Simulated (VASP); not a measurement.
Runs of VASP 6.6.1 on NaI. The structure is that of space group Fm-3m (No. 225), or close to it. The cells are those of the table. 

```csv
cell,gap on the mesh (eV),pressure (GPa)
"a = 4.440 Å, angles 60.0°, 2 atoms",3.90,2.4
"a = 4.508 Å, angles 60.0°, 2 atoms",3.77,(b)
"a = 4.680, b = 4.680, c = 4.714 Å, angles 59.8, 59.8, 60.5°, 2 atoms",3.45,-0.6
"a = 4.611, b = 4.611, c = 4.646 Å, angles 59.8, 59.8, 60.5°, 2 atoms",(a),0.0
"a = 4.543, b = 4.543, c = 4.508 Å, angles 60.3, 60.3, 59.5°, 2 atoms",3.71,1.0
"a = 4.543, b = 4.543, c = 4.577 Å, angles 59.8, 59.8, 60.5°, 2 atoms",3.68,0.7
"a = 4.474, b = 4.474, c = 4.440 Å, angles 60.3, 60.3, 59.5°, 2 atoms",3.85,2.0
"a = 4.474, b = 4.474, c = 4.508 Å, angles 59.7, 59.7, 60.5°, 2 atoms",3.81,1.6
```

Alike in all rows: task single point; level PBE; potentials or basis VASP PAW PBE potentials, release 64 (Na_pv, I); no spin polarisation; k mesh 6 × 6 × 6; cutoff (eV) 520; smearing gaussian 0.05 eV.

Problem. Fill in the values left out.

Solution. (a) 3.56; (b) 1.3.

Caveats: spin-orbit coupling is left out, which moves the levels of the heavy elements.

A k mesh can miss the band edges, and the runs leave out spin-orbit coupling on I.
